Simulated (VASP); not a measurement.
# CuAu in VASP: notebook

The runs below take CuAu through relaxation of the atoms, single point, with PBE, r2SCAN.

Program: VASP 6.6.1. These are calculated values, not measurements. Logs are shortened: lines on timing, memory, paths and dates and some standing lists are left out, and cuts for length are marked.

## 1. The cell of the first run

Symmetry: Pmmm, No. 47, orthorhombic system. The conventional cell has a = 2.811 Å, b = 2.867 Å, c = 3.685 Å, α = 90.00°, β = 90.00°, γ = 90.00°. Within 3.6 Å of Au (site symmetry mmm) lie 8 Cu at 2.72 Å and 4 Au at 2.81 to 2.87 Å. Cu (site symmetry mmm) has 8 Au at 2.72 Å and 4 Cu at 2.81 to 2.87 Å within 3.6 Å.

## 2. Relaxation of the atoms, PBE

Input file INCAR:

```
SYSTEM = CuAu
PREC     = Accurate       ! precision mode
ENCUT    = 520            ! plane-wave cutoff, eV
EDIFF    = 1E-6           ! SCF threshold, eV
ISMEAR   = -1             ! smearing method
SIGMA    = 0.05           ! smearing width, eV
LREAL    = .False.        ! projectors in reciprocal space
LASPH    = .True.         ! aspherical terms in the spheres
NELM     = 100            ! most SCF steps
ALGO     = Normal         ! electronic algorithm
ISIF     = 2              ! what is computed and relaxed
LWAVE    = .False.        ! write WAVECAR
LCHARG   = .False.        ! write CHGCAR
GGA      = PE             ! functional
IBRION   = 2              ! ionic algorithm
NSW      = 60             ! ionic steps
EDIFFG   = -0.01          ! ionic threshold
```

Input file KPOINTS:

```
Automatic mesh
0
Gamma
  9 9 7
  0 0 0
```

Input file POSCAR:

```
CuAu
1.0
    2.8669644443      0.0000000000      0.0000000000
    0.0000000000      2.8107494552      0.0000000000
    0.0000000000      0.0000000000      3.6850000000
Au Cu
1 1
Direct
    0.0000000000      0.0000000000      0.0000000000
    0.5000000000      0.5000000000      0.5000000000
```

Potentials or basis: VASP PAW PBE potentials, release 64 (Au, Cu).

Started as:

```sh
$ cat potpaw_PBE.64/Au/POTCAR potpaw_PBE.64/Cu/POTCAR > POTCAR
$ mpirun -np 1 vasp_std > vasp.out
```

OUTCAR:

```text
SYSTEM = CuAu
   PREC = Accurate
   ENCUT = 520
   EDIFF = 1E-6
   ISMEAR = -1
   LREAL = .False.
   LASPH = .True.
   NELM = 100
   ISIF = 2
   GGA = PE
   IBRION = 2
   NSW = 60
   EDIFFG = -0.01

 ion  position               nearest neighbor table
   1  0.000  0.000  0.000-   2 2.72   2 2.72   2 2.72   2 2.72   2 2.72   2 2.72   2 2.72   2 2.72

   2  0.500  0.500  0.500-   1 2.72   1 2.72   1 2.72   1 2.72   1 2.72   1 2.72   1 2.72   1 2.72

  LATTYP: Found a simple orthorhombic cell.
 ALAT       =     2.8107494552
 B/A-ratio  =     1.0200000000
 C/A-ratio  =     1.3110382333

  Lattice vectors:

 A1 = (   0.0000000000,  -2.8107494552,   0.0000000000)
 A2 = (   2.8669644443,   0.0000000000,   0.0000000000)
 A3 = (   0.0000000000,   0.0000000000,   3.6850000000)

Analysis of symmetry for initial positions (statically):
=====================================================================
 Subroutine PRICEL returns:
 Original cell was already a primitive cell.

 Routine SETGRP: Setting up the symmetry group for a
 simple orthorhombic supercell.

 Subroutine GETGRP returns: Found  8 space group operations
 (whereof  8 operations were pure point group operations)
 out of a pool of  8 trial point group operations.

The static configuration has the point symmetry D_2h.

Analysis of symmetry for dynamics (positions and initial velocities):
=====================================================================
 Subroutine PRICEL returns:
 Original cell was already a primitive cell.

 Routine SETGRP: Setting up the symmetry group for a
 simple orthorhombic supercell.

 Subroutine GETGRP returns: Found  8 space group operations
 (whereof  8 operations were pure point group operations)
 out of a pool of  8 trial point group operations.

The dynamic configuration has the point symmetry D_2h.

 Subroutine INISYM returns: Found  8 space group operations
 (whereof  8 operations are pure point group operations),
 and found     1 'primitive' translations

----------------------------------------------------------------------------------------

                                     Primitive cell

  volume of cell :      29.6949

  direct lattice vectors                    reciprocal lattice vectors
     2.866964444  0.000000000  0.000000000     0.348800977  0.000000000  0.000000000
     0.000000000  2.810749455  0.000000000     0.000000000  0.355776997  0.000000000
     0.000000000  0.000000000  3.685000000     0.000000000  0.000000000  0.271370421

  length of vectors
     2.866964444  2.810749455  3.685000000     0.348800977  0.355776997  0.271370421

  position of ions in fractional coordinates (direct lattice)
     0.000000000  0.000000000  0.000000000
     0.500000000  0.500000000  0.500000000

  ion indices of the primitive-cell ions
   primitive index   ion index
                 1           1
                 2           2

----------------------------------------------------------------------------------------

 KPOINTS: Automatic mesh

Automatic generation of k-mesh.
 Grid dimensions read from file:
 generate k-points for:    9    9    7

 Generating k-lattice:

  Cartesian coordinates                     Fractional coordinates (reciprocal lattice)
     0.038755664  0.000000000  0.000000000     0.111111111  0.000000000  0.000000000
     0.000000000  0.039530777  0.000000000     0.000000000  0.111111111  0.000000000
     0.000000000  0.000000000  0.038767203     0.000000000  0.000000000  0.142857143

  Length of vectors
     0.038755664  0.039530777  0.038767203

  Shift w.r.t. Gamma in fractional coordinates (k-lattice)
     0.000000000  0.000000000  0.000000000

 Subroutine IBZKPT returns following result:
 ===========================================

 Found    100 irreducible k-points:

 Following reciprocal coordinates:
            Coordinates               Weight
  0.000000  0.000000  0.000000      1.000000
  0.111111  0.000000  0.000000      2.000000
  0.222222  0.000000  0.000000      2.000000
  0.333333  0.000000  0.000000      2.000000
  0.444444  0.000000  0.000000      2.000000
  0.000000  0.111111  0.000000      2.000000
[... 16 lines left out ...]
  0.222222  0.444444  0.000000      4.000000
  0.333333  0.444444  0.000000      4.000000
 [... further k-points ...]
   k-points           NKPTS =    100   k-points in BZ     NKDIM =    100   number of bands    NBANDS=     15
   number of dos      NEDOS =    301   number of ions     NIONS =      2
   total plane-waves  NPLWV =  16128
   dimension x,y,z NGX =    24 NGY =   24 NGZ =   28
   dimension x,y,z NGXF=    48 NGYF=   48 NGZF=   56
   ions per type =               1   1
   NGX,Y,Z   is equivalent  to a cutoff of  13.92, 14.20, 12.63 a.u.
   NGXF,Y,Z  is equivalent  to a cutoff of  27.83, 28.39, 25.26 a.u.
 SYSTEM =  CuAu
   PREC   = accura    normal or accurate (medium, high low for compatibility)
   ISTART =      0    job   : 0-new  1-cont  2-samecut
   ICHARG =      2    charge: 1-file 2-atom 10-const
   ISPIN  =      1    spin polarized calculation?
   LNONCOLLINEAR =      F non collinear calculations
   LSORBIT =      F    spin-orbit coupling
   LASPH  =      T    aspherical Exc in radial PAW
   ENCUT  =  520.0 eV  38.22 Ry    6.18 a.u.   5.33  5.23  6.85*2*pi/ulx,y,z
   NELM   =    100;   NELMIN=  2; NELMDL= -5     # of ELM steps
   EDIFF  = 0.1E-05   stopping-criterion for ELM
   LREAL  =      F    real-space projection
   EDIFFG = -.1E-01   stopping-criterion for IOM
   NSW    =     60    number of steps for IOM
   IBRION =      2    ionic relax: 0-MD 1-quasi-New 2-CG
   NFREE  =      1    steps in history (QN), initial steepest desc. (CG)
   ISIF   =      2    stress and relaxation
   ISYM   =      2    0-nonsym 1-usesym 2-fastsym
   POTIM  = 0.5000    time-step for ionic-motion
   TEBEG  =    0.0;   TEEND  =   0.0 temperature during run
   PSTRESS=    0.0 pullay stress
   NELECT =      22.0000    total number of electrons
   NUPDOWN=      -1.0000    fix difference up-down
   EMIN   =  10.00;   EMAX   =-10.00  energy-range for DOS
   EFERMI =   0.00;   METHOD = LEGACY
   ISMEAR =    -1;   SIGMA  =   0.05  broadening in eV -4-tet -1-fermi 0-gaus
   EFERMI_NEDOS =   21; number of points for ismear=-14 and -15
   IALGO  =     38    algorithm
   IMIX   =      4    mixing-type and parameters
     AMIX     =   0.40;   BMIX     =  1.00
     AMIX_MAG =   1.60;   BMIX_MAG =  1.00
  volume/ion in A,a.u.               =      14.85       100.20
  Fermi-wavevector in a.u.,A,eV,Ry     =   1.481341  2.799329 29.856237  2.194372
  Thomas-Fermi vector in A             =   2.595263
   LORBIT       =      0    0 simple, 1 ext, 2 COOP (PROOUT), +10 PAW based schemes
   GGA     = PE    functional components
   LHFCALC =     F    Hartree Fock is set to
   AEXX    =    0.0000 exact exchange contribution
   IVDW    =     0    specifies the selected vdW correction
   LEPSILON=     F    determine dielectric tensor
   LRPA    =     F    only Hartree local field effects (RPA)
 conjugate gradient relaxation of ions
 non-spin polarized calculation
  energy-cutoff  :      520.00
  volume of cell :       29.69
 maximum number of plane-waves:       814
 NGX is ok and might be reduce to    24
   NGX = 11   NGY = 11   NGZ = 13

 number of electron      22.0000006 magnetization

 Free energy of the ion-electron system (eV)
  ---------------------------------------------------
  ext. energy  EPLUGINS =         0.00000000
  ---------------------------------------------------
  free energy    TOTEN  =        -7.07479652 eV

  energy without entropy =       -7.07071527  energy(sigma->0) =       -7.07275589

 E-fermi :   8.4305     XC(G=0): -12.5481

 val. band max:        8.3998470363   @ k =   0.1111   0.1111   0.2857
 cond. band min:       8.4364310878   @ k =   0.3333   0.1111   0.4286
 fundamental gap:      0.0365840515
 Fermi energy:         8.4305009396

 k-point     1 :       0.0000    0.0000    0.0000
  band No.  band energies     occupation
      1      -1.1409      2.00000
      2       1.9968      2.00000
      3       2.1659      2.00000
      4       4.3679      2.00000
      5       4.5160      2.00000
      6       5.4410      2.00000
      7       5.6929      2.00000
      8       6.3551      2.00000
      9       6.7671      2.00000
     10       6.9754      2.00000
     11       6.9869      2.00000
     12      10.7095      0.00000
     13      16.4633      0.00000
     14      17.8965      0.00000
     15      18.6402      0.00000

 k-point     2 :       0.1111    0.0000    0.0000
  band No.  band energies     occupation
      1      -0.8703      2.00000
      2       2.0983      2.00000
      3       2.3428      2.00000
      4       4.2192      2.00000
      5       4.5773      2.00000
      6       5.3366      2.00000
      7       5.7223      2.00000
      8       6.3496      2.00000
      9       6.6322      2.00000
     10       6.6631      2.00000
     11       6.9192      2.00000
     12      11.4354      0.00000
     13      15.6481      0.00000
     14      17.1298      0.00000
     15      19.0986      0.00000

 k-point     3 :       0.2222    0.0000    0.0000
  band No.  band energies     occupation
      1      -0.1193      2.00000
      2       2.3347      2.00000
      3       2.8710      2.00000
      4       3.8307      2.00000
      5       4.7484      2.00000
      6       5.0625      2.00000
      7       5.7405      2.00000
      8       6.0806      2.00000
      9       6.3985      2.00000
     10       6.4424      2.00000
     11       6.7608      2.00000
     12      13.0678      0.00000
     13      13.1044      0.00000
     14      16.9870      0.00000
     15      20.3607      0.00000
[... 343 lines left out ...]
 k-point    23 :       0.2222    0.4444    0.0000
  band No.  band energies     occupation
      1       2.3963      2.00000
      2       2.9075      2.00000
      3       2.9416      2.00000
      4       3.7381      2.00000
      5       3.7536      2.00000
      6       5.5122      2.00000
      7       6.2548      2.00000
      8       6.3633      2.00000
      9       6.4377      2.00000
     10       6.7264      2.00000
     11       7.3762      2.00000
     12       9.3995      0.00000
     13      17.2481      0.00000
     14      18.2946      0.00000
     15      18.7447      0.00000

 k-point    24 :       0.3333    0.4444    0.0000
  band No.  band energies     occupation
      1       1.9021      2.00000
      2       2.8453      2.00000
      3       2.9388      2.00000
      4       3.1706      2.00000
      5       5.0782      2.00000
      6       6.2429      2.00000
      7       6.4892      2.00000
      8       6.6650      2.00000
      9       6.7668      2.00000
     10       6.9839      2.00000
     11       7.5364      2.00000
     12       9.8296      0.00000
     13      15.0971      0.00000
     14      17.4581      0.00000
     15      18.6532      0.00000

 [... further k-points ...]
[... 5 lines left out ...]
  --------------------------------------------------------------------------------------
  -------------------------------------------------------------------------------------
  Total       -0.0190349      0.4846532      0.2559561      0.0000000      0.0000000      0.0000000
  in kB       -1.0270191     26.1492780     13.8100148      0.0000000      0.0000000      0.0000000
  external PRESSURE =      12.9774246 kB  Pullay stress =       0.0000000 kB

 VOLUME and BASIS-vectors are now :
 -----------------------------------------------------------------------------
  energy-cutoff  :      520.00
  volume of cell :       29.69
      direct lattice vectors                 reciprocal lattice vectors
     2.866964444  0.000000000  0.000000000     0.348800977  0.000000000  0.000000000
     0.000000000  2.810749455  0.000000000     0.000000000  0.355776997  0.000000000
     0.000000000  0.000000000  3.685000000     0.000000000  0.000000000  0.271370421

 POSITION                                       TOTAL-FORCE (eV/Angst)
 -----------------------------------------------------------------------------------
      0.00000      0.00000      0.00000         0.000000      0.000000      0.000000
      1.43348      1.40537      1.84250         0.000000      0.000000      0.000000
 -----------------------------------------------------------------------------------
    total drift:                                0.000000      0.000000     -0.000000

  FREE ENERGIE OF THE ION-ELECTRON SYSTEM (eV)
  ---------------------------------------------------
  free  energy   TOTEN  =        -7.0747965188 eV

  energy  without entropy=       -7.0707152683  energy(sigma->0) =       -7.07275589

 reached required accuracy - stopping structural energy minimisation
```

Wall time 93 s (1 thread of AMD EPYC 7R13, shared host); peak memory 0.15 GiB.

What came out:

* Free energy: -7.0748 eV
* Pressure after relaxing: 1.3 GPa
* Band gap on the k mesh: zero (band 11 reaches 11.83 eV, above the bottom of band 12 at 6.51 eV)

Final structure:
```
Au Cu
1.0
     2.86696    0.00000    0.00000
     0.00000    2.81075    0.00000
     0.00000    0.00000    3.68500
Au Cu
1 1
Direct
  0.00000 0.00000 0.00000
  0.50000 0.50000 0.50000
```

Caveat: the relaxation stopped at its first step, so nothing moved; spin-orbit coupling is left out, which moves the levels of the heavy elements.

## 3. Single point, r2SCAN

This run uses another cell than the first one, of 12.72 Å³/atom, 0.857 times its volume.

Input file POSCAR:

```
CuAu
1.0
    2.7145346552      0.0000000000      0.0000000000
    0.0000000000      2.7145346552      0.0000000000
    0.0000000000      0.0000000000      3.4529227120
Au Cu
1 1
Direct
    0.0000000000      0.0000000000      0.0000000000
    0.5000000000      0.5000000000      0.5000000000
```

Input file INCAR.step1:

```
PREC = Accurate
ENCUT = 520
ISMEAR = -1
SIGMA = 0.05
LREAL = F
LASPH = T
NELM = 100
NBANDS = 18
GGA = PE
ALGO = Normal
EDIFF = 1E-4
LWAVE = T
LCHARG = F
```

Input file INCAR.step2:

```
PREC = Accurate
ENCUT = 520
EDIFF = 1E-7
ISMEAR = -1
SIGMA = 0.05
LREAL = F
LASPH = T
NELM = 100
ALGO = Normal
ISIF = 2
LWAVE = F
LCHARG = T
METAGGA = R2SCAN
LMIXTAU = T
LELF = T
LVHAR = T
NBANDS = 18
ISTART = 1
```

Input file KPOINTS:

```
regular mesh
0
Gamma
  9 9 7
```

Potentials or basis: VASP PAW PBE potentials, release 64 (Au, Cu).

Started as:

```sh
$ cat potpaw_PBE.64/Au/POTCAR potpaw_PBE.64/Cu/POTCAR > POTCAR
$ cp INCAR.step1 INCAR
$ mpirun -np 1 vasp_std > vasp.out
$ cp INCAR.step2 INCAR
$ mpirun -np 1 vasp_std > vasp.out
```

Wall time 80 s (1 thread of Intel Xeon 6975P-C (Granite Rapids), shared host); peak memory 0.15 GiB.

It converged, with:

- Free energy: -61.2519 eV
- Pressure: 30.8 GPa
- Band gap on the k mesh: zero (band 11 reaches 14.74 eV, above the bottom of band 12 at 8.32 eV)

Stress tensor (GPa, compression positive):
```
30.72  0.00  0.00
 0.00 30.72  0.00
 0.00  0.00 30.83
```

Levels at points of the mesh, in eV from the Fermi level:
| k point | band 9 | band 10 | band 11 | band 12 | band 13 | band 14 |
| --- | --- | --- | --- | --- | --- | --- |
| (0.00, 0.00, 0.00) | -2.08 | -1.78 | -1.78 | 2.49 | 10.33 | 10.62 |

Caveat: the PAW data sets were made with another functional, which shifts forces and pressure a little; spin-orbit coupling is left out, which moves the levels of the heavy elements.

[end of part 1 of 2]
